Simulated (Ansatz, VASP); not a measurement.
# One calculation of WSe2, two programs

Contents of INCAR:

```
ALGO = Normal
EDIFF = 1E-6
ENCUT = 520
GGA = PE
ISIF = 2
ISMEAR = 0
IVDW = 12
LASPH = T
LCHARG = F
LREAL = F
LWAVE = F
NBANDS = 35
NELM = 80
PREC = Accurate
SIGMA = 0.05
```

File KPOINTS:

```
k-points
0
Gamma
  12 12 2
```

POSCAR

```
WSe2
1.0
    3.2899984505      0.0000000000      0.0000000000
   -1.6449992252      2.8492222365      0.0000000000
    0.0000000000      0.0000000000     12.9700000000
W Se
2 4
Direct
    0.3333333333      0.6666666667      0.2500000000
    0.6666666667      0.3333333333      0.7500000000
    0.3333333333      0.6666666667      0.6210000000
    0.6666666667      0.3333333333      0.1210000000
    0.3333333333      0.6666666667      0.8790000000
    0.6666666667      0.3333333333      0.3790000000
```

Input for Ansatz:

```yaml
crystal:
  lattice:
    - [3.2899984505, 0.0, 0.0]
    - [-1.6449992252, 2.8492222365, 0.0]
    - [0.0, 0.0, 12.97]
  atoms:
    - { symbol: W, position: [0.3333333333, 0.6666666667, 0.25] }
    - { symbol: W, position: [0.6666666667, 0.3333333333, 0.75] }
    - { symbol: Se, position: [0.3333333333, 0.6666666667, 0.621] }
    - { symbol: Se, position: [0.6666666667, 0.3333333333, 0.121] }
    - { symbol: Se, position: [0.3333333333, 0.6666666667, 0.879] }
    - { symbol: Se, position: [0.6666666667, 0.3333333333, 0.379] }
basis:
  ecutwfc: 420
kpoints:
  mp_grid: { grid: [12, 12, 2] }
hamiltonian:
  xc: pbe
  dispersion: d3bj
scf:
  occupations: { method: gaussian, width: 0.05 }
output:
  forces: true
  stress: true
  eigenvalues: true
  write_density: true
  write_potential: true
  elf: true
  volumetric_format: npy
```

Alike in both runs: task single point; functional PBE; dispersion D3(BJ); k mesh 12 × 12 × 2; occupations gaussian, width 0.05 eV; no spin polarisation.

```csv
,VASP,Ansatz
version,VASP 6.6.1,Ansatz 0.2.0
potentials or method,"VASP PAW PBE potentials, release 64 (W_sv, Se), cutoff 520 eV","scalar-relativistic, plane waves, PAW"
valence electrons in the cell,52,92
```

|  | VASP | Ansatz | Ansatz less VASP |
| --- | --- | --- | --- |
| gap on the k mesh at the Fermi level (eV) | 0.97 | 0.97 | +0.005 |
| least direct gap on the mesh (eV) | 1.52 | 1.53 | +0.003 |
| pressure (GPa) | 0.2 | -0.1 | -0.32 |
| traceless stress, the component that is largest in VASP (GPa) | 0.68 | 0.60 | -0.080 |
| rms of the force components (eV/Å) | 0.105 | 0.082 | -0.0229 |

Atom by atom the forces differ by 0.023 eV/Å (rms over components). VASP's potentials hold 52 valence electrons a cell and Ansatz's 92, so a difference there can come from the potentials and not from the codes.

Neither program's run includes spin-orbit coupling.
